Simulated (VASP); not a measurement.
# Rh (R-3m) in VASP: notebook

Runs on Rh. Level: r2SCAN. Tasks: single point.

All numbers are computed with VASP 6.6.1; they aren't measurements. Logs are shortened: lines on timing, memory, paths and dates and some standing lists are left out, and cuts for length are marked.

**1. The cell of the first run**

Symmetry: R-3m, No. 166, trigonal system. The conventional cell has a = 2.134 Å, b = 2.134 Å, c = 10.456 Å, α = 90.00°, β = 90.00°, γ = 120.00°. Rh (site symmetry -3m) has 6 Rh at 2.13 Å within 2.8 Å.

**2. Single point, r2SCAN**

Contents of POSCAR:

```
Rh
1.0
    1.0061741568      2.5154353920      2.5154353920
    2.5154353920      1.0061741568      2.5154353920
    2.5154353920      2.5154353920      1.0061741568
Rh
1
Direct
    0.0000000000      0.0000000000      0.0000000000
```

Contents of INCAR.step1:

```
SYSTEM = Rh
ALGO = Normal
EDIFF = 1E-4
ENCUT = 520
GGA = PE
ISMEAR = 0
LASPH = .True.
LCHARG = .False.
LREAL = .False.
LWAVE = .True.
NBANDS = 14
NELM = 100
PREC = Accurate
SIGMA = 0.15
```

Contents of INCAR.step2:

```
SYSTEM = Rh
ALGO = Normal
EDIFF = 1E-6
ENCUT = 520
ISIF = 2
ISMEAR = 0
ISTART = 1
LASPH = .True.
LCHARG = .False.
LMIXTAU = .True.
LREAL = .False.
LWAVE = .False.
METAGGA = R2SCAN
NBANDS = 14
NELM = 100
PREC = Accurate
SIGMA = 0.15
```

Contents of KPOINTS:

```
k-points
0
Gamma
  8 8 8
  0 0 0
```

Potentials or basis: VASP PAW PBE potentials, release 64 (Rh_pv).

The run is started by

```console
$ cat potpaw_PBE.64/Rh_pv/POTCAR > POTCAR
$ cp INCAR.step1 INCAR
$ mpirun -np 1 vasp_std > vasp.out
$ cp INCAR.step2 INCAR
$ mpirun -np 1 vasp_std > vasp.out
```

OUTCAR:

```text
SYSTEM = Rh
   EDIFF = 1E-6
   ENCUT = 520
   ISIF = 2
   ISMEAR = 0
   ISTART = 1
   LASPH = .True.
   LREAL = .False.
   METAGGA = R2SCAN
   NELM = 100
   PREC = Accurate

 ion  position               nearest neighbor table
   1  0.000  0.000  0.000-

  LATTYP: Found a trigonal (rhomboedric) cell.
 ALAT       =     3.6969199148
 COS(alpha) =     0.8333333333

  Lattice vectors:

 A1 = (   1.0061741568,   2.5154353920,   2.5154353920)
 A2 = (   2.5154353920,   1.0061741568,   2.5154353920)
 A3 = (   2.5154353920,   2.5154353920,   1.0061741568)

Analysis of symmetry for initial positions (statically):
=====================================================================
 Subroutine PRICEL returns:
 Original cell was already a primitive cell.

 Routine SETGRP: Setting up the symmetry group for a
 trigonal (rhombohedral) supercell.

 Subroutine GETGRP returns: Found 12 space group operations
 (whereof 12 operations were pure point group operations)
 out of a pool of 12 trial point group operations.

The static configuration has the point symmetry D_3d.

Analysis of symmetry for dynamics (positions and initial velocities):
=====================================================================
 Subroutine PRICEL returns:
 Original cell was already a primitive cell.

 Routine SETGRP: Setting up the symmetry group for a
 trigonal (rhombohedral) supercell.

 Subroutine GETGRP returns: Found 12 space group operations
 (whereof 12 operations were pure point group operations)
 out of a pool of 12 trial point group operations.

The dynamic configuration has the point symmetry D_3d.

 Subroutine INISYM returns: Found 12 space group operations
 (whereof 12 operations are pure point group operations),
 and found     1 'primitive' translations

----------------------------------------------------------------------------------------

                                     Primitive cell

  volume of cell :      13.7516

  direct lattice vectors                    reciprocal lattice vectors
     1.006174157  2.515435392  2.515435392    -0.386502561  0.276073258  0.276073258
     2.515435392  1.006174157  2.515435392     0.276073258 -0.386502561  0.276073258
     2.515435392  2.515435392  1.006174157     0.276073258  0.276073258 -0.386502561

  length of vectors
     3.696919915  3.696919915  3.696919915     0.549378847  0.549378847  0.549378847

  position of ions in fractional coordinates (direct lattice)
     0.000000000  0.000000000  0.000000000

  ion indices of the primitive-cell ions
   primitive index   ion index
                 1           1

----------------------------------------------------------------------------------------

 KPOINTS: k-points

Automatic generation of k-mesh.
 Grid dimensions read from file:
 generate k-points for:    8    8    8

 Generating k-lattice:

  Cartesian coordinates                     Fractional coordinates (reciprocal lattice)
    -0.048312820  0.034509157  0.034509157     0.125000000  0.000000000  0.000000000
     0.034509157 -0.048312820  0.034509157     0.000000000  0.125000000  0.000000000
     0.034509157  0.034509157 -0.048312820     0.000000000  0.000000000  0.125000000

  Length of vectors
     0.068672356  0.068672356  0.068672356

  Shift w.r.t. Gamma in fractional coordinates (k-lattice)
     0.000000000  0.000000000  0.000000000

 Subroutine IBZKPT returns following result:
 ===========================================

 Found     65 irreducible k-points:

 Following reciprocal coordinates:
            Coordinates               Weight
  0.000000  0.000000  0.000000      1.000000
  0.125000  0.000000  0.000000      6.000000
  0.250000  0.000000  0.000000      6.000000
  0.375000  0.000000 -0.000000      6.000000
  0.500000  0.000000  0.000000      3.000000
  0.125000  0.125000 -0.000000      6.000000
[... 16 lines left out ...]
  0.250000  0.125000  0.125000      6.000000
  0.375000  0.125000  0.125000      6.000000
 [... further k-points ...]
   k-points           NKPTS =     65   k-points in BZ     NKDIM =     65   number of bands    NBANDS=     14
   number of dos      NEDOS =    301   number of ions     NIONS =      1
   total plane-waves  NPLWV =  21952
   dimension x,y,z NGX =    28 NGY =   28 NGZ =   28
   dimension x,y,z NGXF=    56 NGYF=   56 NGZF=   56
   ions per type =               1
   NGX,Y,Z   is equivalent  to a cutoff of  12.59, 12.59, 12.59 a.u.
   NGXF,Y,Z  is equivalent  to a cutoff of  25.18, 25.18, 25.18 a.u.
 SYSTEM =  Rh
   PREC   = accura    normal or accurate (medium, high low for compatibility)
   ISTART =      1    job   : 0-new  1-cont  2-samecut
   ICHARG =      0    charge: 1-file 2-atom 10-const
   ISPIN  =      1    spin polarized calculation?
   LNONCOLLINEAR =      F non collinear calculations
   LSORBIT =      F    spin-orbit coupling
   LASPH  =      T    aspherical Exc in radial PAW
   ENCUT  =  520.0 eV  38.22 Ry    6.18 a.u.   6.87  6.87  6.87*2*pi/ulx,y,z
   NELM   =    100;   NELMIN=  2; NELMDL=  0     # of ELM steps
   EDIFF  = 0.1E-05   stopping-criterion for ELM
   LREAL  =      F    real-space projection
   EDIFFG = 0.1E-04   stopping-criterion for IOM
   NSW    =      0    number of steps for IOM
   IBRION =     -1    ionic relax: 0-MD 1-quasi-New 2-CG
   NFREE  =      0    steps in history (QN), initial steepest desc. (CG)
   ISIF   =      2    stress and relaxation
   ISYM   =      2    0-nonsym 1-usesym 2-fastsym
   POTIM  = 0.5000    time-step for ionic-motion
   TEBEG  =    0.0;   TEEND  =   0.0 temperature during run
   PSTRESS=    0.0 pullay stress
   NELECT =      15.0000    total number of electrons
   NUPDOWN=      -1.0000    fix difference up-down
   EMIN   =  10.00;   EMAX   =-10.00  energy-range for DOS
   EFERMI =   0.00;   METHOD = LEGACY
   ISMEAR =     0;   SIGMA  =   0.15  broadening in eV -4-tet -1-fermi 0-gaus
   EFERMI_NEDOS =   21; number of points for ismear=-14 and -15
   IALGO  =     38    algorithm
   IMIX   =      4    mixing-type and parameters
     AMIX     =   0.40;   BMIX     =  1.00
     AMIX_MAG =   1.60;   BMIX_MAG =  1.00
  volume/ion in A,a.u.               =      13.75        92.80
  Fermi-wavevector in a.u.,A,eV,Ry     =   1.685211  3.184586 38.639656  2.839935
  Thomas-Fermi vector in A             =   2.768095
   LORBIT       =      0    0 simple, 1 ext, 2 COOP (PROOUT), +10 PAW based schemes
   METAGGA = R2SCAN    functional components
   LHFCALC =     F    Hartree Fock is set to
   AEXX    =    0.0000 exact exchange contribution
   IVDW    =     0    specifies the selected vdW correction
   LEPSILON=     F    determine dielectric tensor
   LRPA    =     F    only Hartree local field effects (RPA)
 non-spin polarized calculation
 Gauss-broadening in eV      SIGMA  =   0.15
  energy-cutoff  :      520.00
  volume of cell :       13.75
 maximum number of plane-waves:       380
   NGX = 13   NGY = 13   NGZ = 13

 number of electron      14.9999997 magnetization

 Free energy of the ion-electron system (eV)
  ---------------------------------------------------
  ext. energy  EPLUGINS =         0.00000000
  ---------------------------------------------------
  free energy    TOTEN  =       -19.04302626 eV

  energy without entropy =      -19.03006906  energy(sigma->0) =      -19.03654766

 E-fermi :  11.7764     XC(G=0): -14.4006

 val. band max:       11.7746605648   @ k =   0.5000   0.1250   0.1250
 cond. band min:      11.7926868615   @ k =  -0.2500   0.1250   0.1250
 fundamental gap:      0.0180262966
 Fermi energy:        11.7764425847

 k-point     1 :       0.0000    0.0000    0.0000
  band No.  band energies     occupation
      1     -37.0842      2.00000
      2     -35.4211      2.00000
      3     -35.4211      2.00000
      4       2.9122      2.00000
      5       5.2723      2.00000
      6       6.7487      2.00000
      7       6.7487      2.00000
      8      13.5148      0.00000
      9      13.5148      0.00000
     10      17.6682      0.00000
     11      27.6401      0.00000
     12      29.9087      0.00000
     13      31.0954      0.00000
     14      41.9236      0.00000

 k-point     2 :       0.1250    0.0000    0.0000
  band No.  band energies     occupation
      1     -36.9656      2.00000
      2     -36.1969      2.00000
      3     -35.5922      2.00000
      4       3.9237      2.00000
      5       5.8039      2.00000
      6       6.2858      2.00000
      7       7.8330      2.00000
      8      10.7861      2.00000
      9      13.1851      0.00000
     10      20.3973      0.00000
     11      28.0652      0.00000
     12      29.9086      0.00000
     13      33.6845      0.00000
     14      40.4850      0.00000

 k-point     3 :       0.2500    0.0000    0.0000
  band No.  band energies     occupation
      1     -37.9397      2.00000
      2     -36.6722      2.00000
      3     -35.9917      2.00000
      4       2.9446      2.00000
      5       6.9214      2.00000
      6       7.6558      2.00000
      7       9.5435      2.00000
      8      10.7903      2.00000
      9      12.4445      0.00000
     10      23.3721      0.00000
     11      29.5473      0.00000
     12      29.9094      0.00000
     13      34.4582      0.00000
     14      37.9000      0.00000
[... 324 lines left out ...]
 k-point    23 :       0.2500    0.1250    0.1250
  band No.  band energies     occupation
      1     -36.9713      2.00000
      2     -36.1970      2.00000
      3     -35.5922      2.00000
      4       3.9228      2.00000
      5       6.0188      2.00000
      6       6.5055      2.00000
      7       7.8325      2.00000
      8      10.7996      2.00000
      9      13.1812      0.00000
     10      18.6703      0.00000
     11      29.5615      0.00000
     12      29.9111      0.00000
     13      33.6475      0.00000
     14      40.7958      0.00000

 k-point    24 :       0.3750    0.1250    0.1250
  band No.  band energies     occupation
      1     -37.9396      2.00000
      2     -36.6778      2.00000
      3     -35.9917      2.00000
      4       2.9466      2.00000
      5       6.6291      2.00000
      6       8.0879      2.00000
      7      10.1001      2.00000
      8      10.7898      2.00000
      9      12.4417      0.00000
     10      20.7306      0.00000
     11      29.9048      0.00000
     12      31.8550      0.00000
     13      34.0508      0.00000
     14      38.1313      0.00000

 [... further k-points ...]

------------------------ aborting loop because EDIFF is reached ----------------------------------------

  FORCE on cell =-STRESS in cart. coord.  units (eV):
  Direction    XX          YY          ZZ          XY          YZ          ZX
  --------------------------------------------------------------------------------------
  -------------------------------------------------------------------------------------
  Total       17.1798767     17.1798767     17.1798767     -8.9102546     -8.9102546     -8.9102546
  in kB     2001.6004048   2001.6004048   2001.6004048  -1038.1197452  -1038.1197452  -1038.1197452
  external PRESSURE =    2001.6004048 kB  Pullay stress =       0.0000000 kB

 VOLUME and BASIS-vectors are now :
 -----------------------------------------------------------------------------
  energy-cutoff  :      520.00
  volume of cell :       13.75
      direct lattice vectors                 reciprocal lattice vectors
     1.006174157  2.515435392  2.515435392    -0.386502561  0.276073258  0.276073258
     2.515435392  1.006174157  2.515435392     0.276073258 -0.386502561  0.276073258
     2.515435392  2.515435392  1.006174157     0.276073258  0.276073258 -0.386502561

 POSITION                                       TOTAL-FORCE (eV/Angst)
 -----------------------------------------------------------------------------------
      0.00000      0.00000      0.00000         0.000000      0.000000      0.000000
 -----------------------------------------------------------------------------------
    total drift:                               -0.000000     -0.000000     -0.000000

  FREE ENERGIE OF THE ION-ELECTRON SYSTEM (eV)
  ---------------------------------------------------
  free  energy   TOTEN  =       -19.0430262638 eV

  energy  without entropy=      -19.0300690593  energy(sigma->0) =      -19.03654766
```

It took 2.6 min on 1 thread of Intel Xeon 8259CL, shared host; peak memory 0.17 GiB.

What came out:

- Free energy: -19.0430 eV
- Pressure: 200.2 GPa

Levels at points of the mesh, in eV from the Fermi level:
```
           k point  band 5  band 6  band 7  band 8  band 9  band 10  band 11  band 12
(0.00, 0.00, 0.00)   -6.50   -5.03   -5.03    1.74    1.74     5.89    15.86    18.13
(0.50, 0.00, 0.00)   -7.73   -0.97   -0.27    4.83    5.72    13.66    13.95    18.14
(0.50, 0.50, 0.00)   -8.01   -0.24   -0.16    4.83    6.81    10.99    14.27    18.12
(0.50, 0.50, 0.50)   -5.03   -5.03   -2.12   -1.66    1.77     1.77    18.13    19.14
```

Caveat: the k points lie up to 0.43 Å⁻¹ apart; the PAW data sets were made with another functional, which shifts forces and pressure a little.

**3. Single point, r2SCAN**

This run uses another cell than the first one, of the same volume but with other edges.

Contents of POSCAR:

```
Rh
1.0
   -0.4120928114      1.7194217301      1.7194217301
    1.7194217301     -0.4120928114      1.7194217301
    1.7194217301      1.7194217301     -0.4120928114
Rh
1
Direct
    0.0000000000      0.0000000000      0.0000000000
```

Contents of INCAR.step1:

```
SYSTEM = Rh
ALGO = Normal
EDIFF = 1E-4
ENCUT = 520
GGA = PE
ISMEAR = 0
LASPH = .TRUE.
LCHARG = .FALSE.
LREAL = .FALSE.
LWAVE = .TRUE.
NBANDS = 14
NELM = 100
PREC = Accurate
SIGMA = 0.15
```

Contents of INCAR.step2:

```
SYSTEM = Rh
ALGO = Normal
EDIFF = 1E-6
ENCUT = 520
ISIF = 2
ISMEAR = 0
ISTART = 1
LASPH = .TRUE.
LCHARG = .TRUE.
LELF = .TRUE.
LMIXTAU = .TRUE.
LREAL = .FALSE.
LVHAR = .TRUE.
LWAVE = .FALSE.
METAGGA = R2SCAN
NBANDS = 14
NELM = 100
PREC = Accurate
SIGMA = 0.15
```

Contents of KPOINTS:

```
k-points
0
G
  8 8 8
  0 0 0
```

Potentials or basis: VASP PAW PBE potentials, release 64 (Rh_pv).

The run is started by

```console
$ cat potpaw_PBE.64/Rh_pv/POTCAR > POTCAR
$ cp INCAR.step1 INCAR
$ mpirun -np 1 vasp_std > vasp.out
$ cp INCAR.step2 INCAR
$ mpirun -np 1 vasp_std > vasp.out
```

Run time: 59 s. Hardware: 1 thread of Intel Xeon 8259CL, shared host; peak memory 0.13 GiB.

Results (log left out):

| Property | Result |
| --- | --- |
| Free energy | -23.2508 eV |
| Pressure | 30.1 GPa |

Stress tensor (GPa, compression positive):
```
30.11 13.57 13.57
13.57 30.11 13.57
13.57 13.57 30.11
```

Levels at points of the mesh, in eV from the Fermi level:
```csv
k point,band 3,band 4,band 5,band 6,band 7,band 8,band 9,band 10,band 11,band 12
"(0.00, 0.00, 0.00)",-47.41,-7.93,-5.30,-5.30,-0.02,0.17,0.17,16.80,18.08,20.27
"(0.50, 0.00, 0.00)",-47.42,-5.91,-5.11,-0.88,-0.10,0.15,0.22,8.33,18.08,18.97
"(0.50, 0.50, 0.00)",-47.42,-6.73,-5.66,-0.24,0.08,2.57,4.38,10.11,13.79,18.08
"(0.50, 0.50, 0.50)",-48.00,-6.53,-4.38,-4.38,2.39,2.39,5.96,13.64,15.32,18.08
```

Caveat: the PAW data sets were made with another functional, which shifts forces and pressure a little.

**4. Single point, r2SCAN**

This run uses another cell than the first one, of the same volume but with other edges.

Contents of POSCAR:

```
Rh
1.0
    0.4635116378      2.1592859224      2.1592859224
    2.1592859224      0.4635116378      2.1592859224
    2.1592859224      2.1592859224      0.4635116378
Rh
1
Direct
    0.0000000000      0.0000000000      0.0000000000
```

Contents of INCAR.step1:

```
ALGO     = Normal         # electronic algorithm
EDIFF    = 1E-4           # SCF threshold, eV
ENCUT    = 520            # plane-wave cutoff, eV
GGA      = PE             # functional
ISMEAR   = 0              # smearing method
LASPH    = True           # aspherical terms in the spheres
LCHARG   = False          # write CHGCAR
LREAL    = False          # projectors in reciprocal space
LWAVE    = True           # write WAVECAR
NBANDS   = 14             # bands
NELM     = 100            # most SCF steps
PREC     = Accurate       # precision mode
SIGMA    = 0.15           # smearing width, eV
```

Contents of INCAR.step2:

```
ALGO     = Normal         # electronic algorithm
EDIFF    = 1E-6           # SCF threshold, eV
ENCUT    = 520            # plane-wave cutoff, eV
ISIF     = 2              # what is computed and relaxed
ISMEAR   = 0              # smearing method
ISTART   = 1            
LASPH    = True           # aspherical terms in the spheres
LCHARG   = False          # write CHGCAR
LMIXTAU  = True         
LREAL    = False          # projectors in reciprocal space
LWAVE    = False          # write WAVECAR
METAGGA  = R2SCAN         # meta-GGA
NBANDS   = 14             # bands
NELM     = 100            # most SCF steps
PREC     = Accurate       # precision mode
SIGMA    = 0.15           # smearing width, eV
```

Contents of KPOINTS:

```
k-points
0
Gamma
  8 8 8
```

The run is started by

```console
$ cat potpaw_PBE.64/Rh_pv/POTCAR > POTCAR
$ cp INCAR.step1 INCAR
$ mpirun -np 1 vasp_std > vasp.out
$ cp INCAR.step2 INCAR
$ mpirun -np 1 vasp_std > vasp.out
```

Run time: 57 s. Hardware: 1 thread of Intel Xeon 8259CL, shared host; peak memory 0.15 GiB.

The run converged. Its results:

```yaml
Free_energy: -22.9853 eV
Pressure: 47.1 GPa
```

Stress tensor (GPa, compression positive):
```
 47.07 -37.21 -37.21
-37.21  47.07 -37.21
-37.21 -37.21  47.07
```

Levels at points of the mesh, in eV from the Fermi level:
```csv
k point,band 3,band 4,band 5,band 6,band 7,band 8,band 9,band 10,band 11,band 12
"(0.00, 0.00, 0.00)",-47.44,-8.01,-5.52,-3.32,-3.32,0.36,0.36,12.56,17.97,19.67
"(0.50, 0.00, 0.00)",-47.66,-7.37,-5.02,-1.11,-0.91,2.52,2.76,11.61,14.88,17.97
"(0.50, 0.50, 0.00)",-47.73,-7.54,-6.18,-0.01,0.56,2.54,4.41,11.07,13.58,17.97
"(0.50, 0.50, 0.50)",-47.45,-7.10,-3.41,-3.41,-1.52,0.78,0.78,3.80,17.97,18.83
```

Caveat: the k points lie up to 0.39 Å⁻¹ apart; the PAW data sets were made with another functional, which shifts forces and pressure a little.

(Continued in part 2 of 2.)
